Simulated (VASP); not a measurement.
# Rh (P6_3/mmc) in VASP: a series of runs

Rh is run at these levels: PBE; tasks: single point.

Program: VASP 6.6.1. These are calculated values, not measurements. Logs are shortened: lines on timing, memory, paths and dates and some standing lists are left out, and cuts for length are marked.

## Step 1: The cell of the first run

The structure is hexagonal, space group P6_3/mmc (No. 194). Conventional cell: a = 2.266 Å, b = 2.266 Å, c = 3.694 Å, α = 90.00°, β = 90.00°, γ = 120.00°. Within 3.0 Å of Rh (site symmetry -6m2) lie 12 Rh at 2.26 to 2.27 Å.

This isn't the form of Rh at room conditions, which is fcc.

## Step 2: Single point, PBE

Input file INCAR:

```
ALGO = Normal
EDIFF = 1E-6
ENCUT = 520
GGA = PE
ISIF = 2
ISMEAR = -1
LASPH = True
LCHARG = False
LREAL = False
LWAVE = False
NBANDS = 22
NELM = 80
PREC = Accurate
SIGMA = 0.05
```

Input file KPOINTS:

```
k-points
0
Gamma
  19 19 11
```

Input file POSCAR:

```
Rh
1.0
    2.2656764757      0.0000000000      0.0000000000
   -1.1328382379      1.9621333847      0.0000000000
    0.0000000000      0.0000000000      3.6936963193
Rh
2
Direct
    0.3333333333      0.6666666667      0.2500000000
    0.6666666667      0.3333333333      0.7500000000
```

Potentials or basis: VASP PAW PBE potentials, release 64 (Rh_pv).

Launch:

```
$ cat potpaw_PBE.64/Rh_pv/POTCAR > POTCAR
$ mpirun -np 1 vasp_std > vasp.out
```

OUTCAR:

```text
EDIFF = 1E-6
   ENCUT = 520
   GGA = PE
   ISIF = 2
   ISMEAR = -1
   LASPH = True
   LREAL = False
   NELM = 80
   PREC = Accurate

 ion  position               nearest neighbor table
   1  0.333  0.667  0.250-   2 2.26   2 2.26   2 2.26   2 2.26   2 2.26   2 2.26   2 3.20   2 3.20
                             2 3.20   2 3.20   2 3.20   2 3.20
   2  0.667  0.333  0.750-   1 2.26   1 2.26   1 2.26   1 2.26   1 2.26   1 2.26   1 3.20   1 3.20
                             1 3.20   1 3.20   1 3.20   1 3.20

  LATTYP: Found a hexagonal cell.
 ALAT       =     2.2656764757
 C/A-ratio  =     1.6302840935

  Lattice vectors:

 A1 = (   2.2656764757,   0.0000000000,   0.0000000000)
 A2 = (  -1.1328382379,   1.9621333847,   0.0000000000)
 A3 = (   0.0000000000,   0.0000000000,   3.6936963193)

Analysis of symmetry for initial positions (statically):
=====================================================================
 Subroutine PRICEL returns:
 Original cell was already a primitive cell.

 Routine SETGRP: Setting up the symmetry group for a
 hexagonal supercell.

 Subroutine GETGRP returns: Found 24 space group operations
 (whereof 12 operations were pure point group operations)
 out of a pool of 24 trial point group operations.

The static configuration has the point symmetry D_3d.
 The point group associated with its full space group is D_6h.

Analysis of symmetry for dynamics (positions and initial velocities):
=====================================================================
 Subroutine PRICEL returns:
 Original cell was already a primitive cell.

 Routine SETGRP: Setting up the symmetry group for a
 hexagonal supercell.

 Subroutine GETGRP returns: Found 24 space group operations
 (whereof 12 operations were pure point group operations)
 out of a pool of 24 trial point group operations.

The dynamic configuration has the point symmetry D_3d.
 The point group associated with its full space group is D_6h.

 Subroutine INISYM returns: Found 24 space group operations
 (whereof 12 operations are pure point group operations),
 and found     1 'primitive' translations

----------------------------------------------------------------------------------------

                                     Primitive cell

  volume of cell :      16.4205

  direct lattice vectors                    reciprocal lattice vectors
[... 83 lines left out ...]
   LSORBIT =      F    spin-orbit coupling
   LASPH  =      T    aspherical Exc in radial PAW
   ENCUT  =  520.0 eV  38.22 Ry    6.18 a.u.   4.21  4.21  6.87*2*pi/ulx,y,z
   NELM   =     80;   NELMIN=  2; NELMDL= -5     # of ELM steps
   EDIFF  = 0.1E-05   stopping-criterion for ELM
   LREAL  =      F    real-space projection
   EDIFFG = 0.1E-04   stopping-criterion for IOM
   NSW    =      0    number of steps for IOM
   IBRION =     -1    ionic relax: 0-MD 1-quasi-New 2-CG
   NFREE  =      0    steps in history (QN), initial steepest desc. (CG)
   ISIF   =      2    stress and relaxation
   ISYM   =      2    0-nonsym 1-usesym 2-fastsym
   POTIM  = 0.5000    time-step for ionic-motion
   TEBEG  =    0.0;   TEEND  =   0.0 temperature during run
   PSTRESS=    0.0 pullay stress
   NELECT =      30.0000    total number of electrons
   NUPDOWN=      -1.0000    fix difference up-down
   EMIN   =  10.00;   EMAX   =-10.00  energy-range for DOS
   EFERMI =   0.00;   METHOD = LEGACY
   ISMEAR =    -1;   SIGMA  =   0.05  broadening in eV -4-tet -1-fermi 0-gaus
   EFERMI_NEDOS =   21; number of points for ismear=-14 and -15
   IALGO  =     38    algorithm
   IMIX   =      4    mixing-type and parameters
     AMIX     =   0.40;   BMIX     =  1.00
     AMIX_MAG =   1.60;   BMIX_MAG =  1.00
  volume/ion in A,a.u.               =       8.21        55.41
  Fermi-wavevector in a.u.,A,eV,Ry     =   2.001333  3.781971 54.495880  4.005334
  Thomas-Fermi vector in A             =   3.016571
   LORBIT       =      0    0 simple, 1 ext, 2 COOP (PROOUT), +10 PAW based schemes
   GGA     = PE    functional components
   LHFCALC =     F    Hartree Fock is set to
   AEXX    =    0.0000 exact exchange contribution
   IVDW    =     0    specifies the selected vdW correction
   LEPSILON=     F    determine dielectric tensor
   LRPA    =     F    only Hartree local field effects (RPA)
 non-spin polarized calculation
  energy-cutoff  :      520.00
  volume of cell :       16.42
 maximum number of plane-waves:       458
 NGX is ok and might be reduce to    18
   NGX =  9   NGY =  9   NGZ = 13

 number of electron      30.0000006 magnetization

 Free energy of the ion-electron system (eV)
  ---------------------------------------------------
  ext. energy  EPLUGINS =         0.00000000
  ---------------------------------------------------
  free energy    TOTEN  =        -2.95426168 eV

  energy without entropy =       -2.94151157  energy(sigma->0) =       -2.94788662

 E-fermi :  24.4241     XC(G=0): -17.6192

 val. band max:       24.4222727743   @ k =   0.2105   0.1579   0.2727
 cond. band min:      24.4318403687   @ k =   0.2105   0.0526   0.3636
 fundamental gap:      0.0095675945
 Fermi energy:        24.4240718559

 k-point     1 :       0.0000    0.0000    0.0000
  band No.  band energies     occupation
      1     -26.8799      2.00000
      2     -23.5573      2.00000
      3     -23.5573      2.00000
      4     -23.0730      2.00000
      5     -23.0730      2.00000
      6     -23.0706      2.00000
[... 589 lines left out ...]
     21      40.2314      0.00000
     22      41.9634      0.00000

 [... further k-points ...]

------------------------ aborting loop because EDIFF is reached ----------------------------------------

  FORCE on cell =-STRESS in cart. coord.  units (eV):
  Direction    XX          YY          ZZ          XY          YZ          ZX
  --------------------------------------------------------------------------------------
  -------------------------------------------------------------------------------------
  Total       53.9265845     53.9265845     53.9345110     -0.0000000      0.0000000      0.0000000
  in kB     5261.6976342   5261.6976342   5262.4710405     -0.0000001      0.0000000      0.0000000
  external PRESSURE =    5261.9554363 kB  Pullay stress =       0.0000000 kB

 VOLUME and BASIS-vectors are now :
 -----------------------------------------------------------------------------
  energy-cutoff  :      520.00
  volume of cell :       16.42
      direct lattice vectors                 reciprocal lattice vectors
     2.265676476  0.000000000  0.000000000     0.441369282  0.254824674  0.000000000
    -1.132838238  1.962133385  0.000000000     0.000000000  0.509649348  0.000000000
     0.000000000  0.000000000  3.693696319     0.000000000  0.000000000  0.270731515

 POSITION                                       TOTAL-FORCE (eV/Angst)
 -----------------------------------------------------------------------------------
     -0.00000      1.30809      0.92342        -0.000000      0.000000      0.000000
      1.13284      0.65404      2.77027         0.000000     -0.000000      0.000000
 -----------------------------------------------------------------------------------
    total drift:                               -0.000000      0.000000     -0.000000

  FREE ENERGIE OF THE ION-ELECTRON SYSTEM (eV)
  ---------------------------------------------------
  free  energy   TOTEN  =        -2.9542616755 eV

  energy  without entropy=       -2.9415115660  energy(sigma->0) =       -2.94788662
```

OSZICAR:

```text
N       E                     dE             d eps       ncg     rms          rms(c)
DAV:   1     0.333782972683E+03    0.33378E+03   -0.18389E+04 10696   0.175E+03
DAV:   2     0.380081671506E+01   -0.32998E+03   -0.31715E+03 10818   0.505E+02
DAV:   3    -0.347159149490E+01   -0.72724E+01   -0.72503E+01 12432   0.839E+01
DAV:   4    -0.351113113590E+01   -0.39540E-01   -0.39529E-01 11780   0.616E+00
DAV:   5    -0.351160493027E+01   -0.47379E-03   -0.47359E-03 12516   0.666E-01    0.599E+01
DAV:   6    -0.311371938355E+01    0.39789E+00   -0.19847E-01 12726   0.539E+00    0.336E+01
DAV:   7    -0.295891402483E+01    0.15481E+00   -0.13445E-01 13060   0.389E+00    0.159E+00
DAV:   8    -0.295425937423E+01    0.46547E-02   -0.27788E-02 11496   0.196E+00    0.165E-01
DAV:   9    -0.295426126515E+01   -0.18909E-05   -0.22044E-04 12798   0.147E-01    0.176E-02
DAV:  10    -0.295426244522E+01   -0.11801E-05   -0.75870E-06 11994   0.292E-02    0.114E-02
DAV:  11    -0.295426167549E+01    0.76973E-06   -0.43295E-07  8524   0.741E-03
   1 F= -.29542617E+01 E0= -.29478866E+01  d E =-.127501E-01
```

It took 1.8 min on 1 thread of Intel Xeon 8259CL, shared host; peak memory 0.18 GiB.

Results:

* Free energy: -2.9543 eV
* Pressure: 526.2 GPa
* Band gap on the k mesh: zero (bands 15 and 16 overlap by 5.07 eV)

Levels at points of the mesh, in eV from the Fermi level:
```csv
k point,band 12,band 13,band 14,band 15,band 16,band 17,band 18,band 19
"(0.00, 0.00, 0.00)",-5.60,-5.60,-4.17,-4.17,0.15,0.15,0.93,14.21
```

Caveat: the cell stands under pressure.

## Step 3: Single point, PBE

Input file INCAR:

```
PREC = Accurate
ENCUT = 520
EDIFF = 1E-6
ISMEAR = -1
SIGMA = 0.05
LREAL = False
LASPH = True
NELM = 100
ALGO = Normal
ISIF = 2
LWAVE = False
LCHARG = False
GGA = PE
NBANDS = 22
```

Input file KPOINTS:

```
regular mesh
0
Gamma
  19 19 11
```

Input file POSCAR:

```
Rh
1.0
    2.2659143721      0.0000000000      0.0000000000
   -1.1329571860      1.9623394090      0.0000000000
    0.0000000000      0.0000000000      3.6935962501
Rh
2
Direct
    0.3333333333      0.6666666667      0.2500000000
    0.6666666667      0.3333333333      0.7500000000
```

Potentials or basis: VASP PAW PBE potentials, release 64 (Rh_pv).

Launch:

```
$ cat potpaw_PBE.64/Rh_pv/POTCAR > POTCAR
$ mpirun -np 1 vasp_std > vasp.out
```

OUTCAR:

```text
PREC = Accurate
   ENCUT = 520
   EDIFF = 1E-6
   ISMEAR = -1
   LREAL = False
   LASPH = True
   NELM = 100
   ISIF = 2
   GGA = PE

 ion  position               nearest neighbor table
   1  0.333  0.667  0.250-   2 2.26   2 2.26   2 2.26   2 2.26   2 2.26   2 2.26   2 3.20   2 3.20
                             2 3.20   2 3.20   2 3.20   2 3.20
   2  0.667  0.333  0.750-   1 2.26   1 2.26   1 2.26   1 2.26   1 2.26   1 2.26   1 3.20   1 3.20
                             1 3.20   1 3.20   1 3.20   1 3.20

  LATTYP: Found a hexagonal cell.
 ALAT       =     2.2659143721
 C/A-ratio  =     1.6300687685

  Lattice vectors:

 A1 = (   2.2659143721,   0.0000000000,   0.0000000000)
 A2 = (  -1.1329571860,   1.9623394090,   0.0000000000)
 A3 = (   0.0000000000,   0.0000000000,   3.6935962501)

Analysis of symmetry for initial positions (statically):
=====================================================================
 Subroutine PRICEL returns:
 Original cell was already a primitive cell.

 Routine SETGRP: Setting up the symmetry group for a
 hexagonal supercell.

[... 163 lines left out ...]
  ---------------------------------------------------
  free energy    TOTEN  =        -2.96412340 eV

  energy without entropy =       -2.95136031  energy(sigma->0) =       -2.95774186

 E-fermi :  24.4187     XC(G=0): -17.6178

 val. band max:       24.4161349096   @ k =   0.2105   0.1579   0.2727
 cond. band min:      24.4268379900   @ k =   0.2105   0.0526   0.3636
 fundamental gap:      0.0107030805
 Fermi energy:        24.4186649140

 k-point     1 :       0.0000    0.0000    0.0000
  band No.  band energies     occupation
      1     -26.8835      2.00000
      2     -23.5627      2.00000
      3     -23.5627      2.00000
      4     -23.0783      2.00000
      5     -23.0783      2.00000
      6     -23.0754      2.00000
[... 589 lines left out ...]
     21      40.2265      0.00000
     22      41.9546      0.00000

 [... further k-points ...]

------------------------ aborting loop because EDIFF is reached ----------------------------------------

  FORCE on cell =-STRESS in cart. coord.  units (eV):
  Direction    XX          YY          ZZ          XY          YZ          ZX
  --------------------------------------------------------------------------------------
  -------------------------------------------------------------------------------------
  Total       53.8876573     53.8876573     53.9177787      0.0000000      0.0000000      0.0000000
  in kB     5256.9378877   5256.9378875   5259.8763385      0.0000001      0.0000000      0.0000000
  external PRESSURE =    5257.9173712 kB  Pullay stress =       0.0000000 kB

 VOLUME and BASIS-vectors are now :
 -----------------------------------------------------------------------------
  energy-cutoff  :      520.00
  volume of cell :       16.42
      direct lattice vectors                 reciprocal lattice vectors
     2.265914372  0.000000000  0.000000000     0.441322943  0.254797920  0.000000000
    -1.132957186  1.962339409  0.000000000     0.000000000  0.509595840  0.000000000
     0.000000000  0.000000000  3.693596250     0.000000000  0.000000000  0.270738850

 POSITION                                       TOTAL-FORCE (eV/Angst)
 -----------------------------------------------------------------------------------
     -0.00000      1.30823      0.92340         0.000000      0.000000      0.000000
      1.13296      0.65411      2.77020        -0.000000     -0.000000      0.000000
 -----------------------------------------------------------------------------------
    total drift:                               -0.000000      0.000000     -0.000000

  FREE ENERGIE OF THE ION-ELECTRON SYSTEM (eV)
  ---------------------------------------------------
  free  energy   TOTEN  =        -2.9641234036 eV

  energy  without entropy=       -2.9513603107  energy(sigma->0) =       -2.95774186
```

It took 1.8 min on 1 thread of Intel Xeon 8259CL, shared host; peak memory 0.18 GiB.

Results:

* Free energy: -2.9641 eV
* Pressure: 525.8 GPa
* Band gap on the k mesh: zero (bands 15 and 16 overlap by 5.07 eV)

Stress tensor (GPa, compression positive):
```
525.69   0.00   0.00
  0.00 525.69   0.00
  0.00   0.00 525.99
```

Caveat: the cell stands under pressure.
